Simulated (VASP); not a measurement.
A run of VASP 6.6.1 is set up as follows.

The input INCAR:

```
ALGO = Normal ; EDIFF = 1E-6
ENCUT = 600 ; GGA = PE
GGA_COMPAT = F ; ISIF = 2
ISMEAR = 0 ; LASPH = T
LCHARG = F ; LREAL = F
LWAVE = F ; NBANDS = 18
NELM = 120 ; PREC = Accurate
SIGMA = 0.2
```

KPOINTS

```
k-points
0
Gamma
  4 4 3
```

The input POSCAR:

```
Si2C3
1.0
    3.7957793509      0.0000000000      0.0000000000
    0.0000000000      4.8596516777      0.0000000000
    0.0000000000      0.0000000000      3.5538087792
Si C
2 3
Direct
    0.5000000000      0.5000000000      0.5000000000
    0.5000000000      0.0000000000      0.5000000000
    0.0000000000      0.0000000000      0.5000000000
    0.5000000000      0.0000000000      0.0000000000
    0.0000000000      0.0000000000      0.0000000000
```

Potentials or basis: VASP PAW PBE potentials, release 64 (Si, C).

Launch:

```bash
$ cat potpaw_PBE.64/Si/POTCAR potpaw_PBE.64/C/POTCAR > POTCAR
$ mpirun -np 1 vasp_std > vasp.out
```

Task: Estimate the pressure.

Result: 0.1 GPa.

Task: Predict the band gap on the k mesh.

Result: Zero (band 10 reaches 5.77 eV, above the bottom of band 11 at 5.34 eV).

Stress tensor (GPa, compression positive):
```
 0.39  0.00  0.00
 0.00  0.42  0.00
 0.00  0.00 -0.61
```

Caveat: the k points lie up to 0.59 Å⁻¹ apart.
